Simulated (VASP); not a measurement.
A run of VASP 6.6.1:

File POSCAR:

```
Pt
1.0
   -1.6152910255      1.6152910255      1.6152910255
    1.6152910255     -1.6152910255      1.6152910255
    1.6152910255      1.6152910255     -1.6152910255
Pt
1
Direct
    0.0000000000      0.0000000000      0.0000000000
```

Contents of INCAR.step1:

```
SYSTEM = Pt
PREC = Accurate
ENCUT = 520
ISMEAR = -1
SIGMA = 0.05
LREAL = .False.
LASPH = .True.
NELM = 100
NBANDS = 11
GGA = PE
ALGO = Normal
EDIFF = 1E-4
LWAVE = .True.
LCHARG = .False.
```

Contents of INCAR.step2:

```
SYSTEM = Pt
PREC = Accurate
ENCUT = 520
EDIFF = 1E-6
ISMEAR = -1
SIGMA = 0.05
LREAL = .False.
LASPH = .True.
NELM = 100
ALGO = Normal
ISIF = 2
LWAVE = .False.
LCHARG = .False.
METAGGA = R2SCAN
LMIXTAU = .True.
NBANDS = 11
ISTART = 1
```

Contents of KPOINTS:

```
Automatic mesh
0
Gamma
  12 12 12
  0 0 0
```

Potentials or basis: VASP PAW PBE potentials, release 64 (Pt).

Command:

```console
$ cat potpaw_PBE.64/Pt/POTCAR > POTCAR
$ cp INCAR.step1 INCAR
$ mpirun -np 1 vasp_std > vasp.out
$ cp INCAR.step2 INCAR
$ mpirun -np 1 vasp_std > vasp.out
```

Hardware: 1 thread of Intel(R) Xeon(R) Platinum 8259CL CPU @ 2.50GHz (Skylake/Cascade Lake) (shared host).

Task: Estimate the wall time of this run.

Result: Wall time 37 s on 1 thread of Intel(R) Xeon(R) Platinum 8259CL CPU @ 2.50GHz (Skylake/Cascade Lake), with other jobs on the host, peak memory 0.15 GiB. Counts: k points 72.
